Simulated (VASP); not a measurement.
AlBi2B: relaxation of cell and atoms with PBE

AlBi2B:

```
CELL_PARAMETERS angstrom
4.05905 0.00000 0.00000
0.00000 4.05905 0.00000
0.00000 0.00000 5.74036
ATOMIC_POSITIONS crystal
B 0.00000 0.00000 0.00000
Bi 0.00000 0.50000 0.25000
Bi 0.50000 0.00000 0.75000
Al 0.50000 0.50000 0.50000
```

```yaml
Program: VASP 6.6.1
Task: relaxation of cell and atoms
Functional: PBE
Potentials_or_basis: VASP PAW PBE potentials, release 64 (B, Bi_d, Al)
Cutoff: 600 eV
k_mesh: 6 × 6 × 4
Occupations: fermi-dirac, width 0.02 eV
Spin: no spin polarisation
Dipole_correction: no
Further_INCAR_settings: ALGO = Normal; EDIFF = 1e-06; IBRION = 2; EDIFFG = -0.005; NSW = 80; ISIF = 3
```

```yaml
Relaxed_volume: 27.08 Å³/atom
Relaxed_cell: a = 4.204 Å, b = 4.204 Å, c = 6.128 Å, α = 90.00°, β = 90.00°, γ = 90.00°
Space_group_after_relaxing_to_0.1_Å: P-4m2 (No. 115)
Energy_gained_by_relaxing: 247.6 meV/atom
Ionic_steps: 17
Pressure_after_relaxing: 0.0 GPa
Band_gap_on_the_k_mesh: zero (bands 18 and 19 overlap by 0.70 eV)
```

Step by step:
| step | energy change (eV) | largest force (eV/Å) | pressure (GPa) | volume (Å³) |
| --- | --- | --- | --- | --- |
| 1 | 0.0000 | 3.1038 | 11.40 | 94.58 |
| 2 | -0.8096 | 0.3925 | -3.85 | 119.52 |
| 3 | -0.8798 | 0.8564 | -1.58 | 112.90 |
| 4 | -0.9630 | 0.4060 | -0.61 | 109.98 |
| 5 | -0.9841 | 0.0378 | 0.26 | 107.82 |
| 6 | -0.9842 | 0.0184 | 0.26 | 107.72 |
| 7 | -0.9885 | 0.0262 | 0.02 | 108.28 |
| 8 | -0.9895 | 0.0513 | -0.16 | 108.64 |
| 9 | -0.9895 | 0.0555 | -0.18 | 108.70 |
| 10 | -0.9902 | 0.0223 | 0.03 | 108.19 |
| 11 | -0.9902 | 0.0204 | 0.03 | 108.17 |
| 12 | -0.9902 | 0.0174 | 0.06 | 108.11 |
| 13 | -0.9902 | 0.0218 | 0.07 | 108.15 |
| 14 | -0.9902 | 0.0026 | 0.03 | 108.28 |
| 15 | -0.9902 | 0.0014 | 0.00 | 108.28 |
| 16 | -0.9903 | 0.0011 | -0.01 | 108.29 |
| 17 | -0.9903 | 0.0015 | -0.02 | 108.31 |

Final structure:
```
B Bi Al
1.0
     4.20406    0.00000    0.00000
     0.00000    4.20406    0.00000
     0.00000    0.00000    6.12819
B Bi Al
1 2 1
Direct
  0.00000 0.00000 0.00000
  0.00000 0.50000 0.21573
  0.50000 0.00000 0.78427
  0.50000 0.50000 0.50000
```

Levels at points of the mesh, in eV from the Fermi level:
| k point | band 14 | band 15 | band 16 | band 17 | band 18 | band 19 | band 20 | band 21 | band 22 |
| --- | --- | --- | --- | --- | --- | --- | --- | --- | --- |
| (0.00, 0.00, 0.00) | -2.93 | -2.93 | -1.02 | -0.21 | 0.12 | 0.12 | 0.56 | 1.38 | 2.42 |
| (0.50, 0.00, 0.00) | -5.03 | -3.90 | -3.19 | -2.00 | -0.71 | 0.82 | 2.63 | 3.20 | 3.29 |
| (0.50, 0.50, 0.00) | -5.84 | -3.09 | -2.92 | -2.92 | -2.56 | 0.68 | 0.69 | 0.69 | 0.96 |
| (0.00, 0.00, 0.50) | -4.12 | -2.56 | -2.56 | -1.01 | -1.01 | 0.73 | 0.75 | 2.15 | 3.03 |
| (0.50, 0.00, 0.50) | -6.17 | -1.96 | -1.45 | -1.41 | -0.63 | -0.58 | 0.55 | 2.98 | 3.49 |
| (0.50, 0.50, 0.50) | -5.41 | -3.81 | -3.62 | -3.39 | -3.39 | 2.72 | 2.72 | 3.16 | 3.97 |

Run time: 4.7 min on 1 thread of Intel(R) Xeon(R) 6975P-C (Granite Rapids) (shared host), peak memory 0.26 GiB.

Caveat: spin-orbit coupling is left out, which moves the levels of the heavy elements.
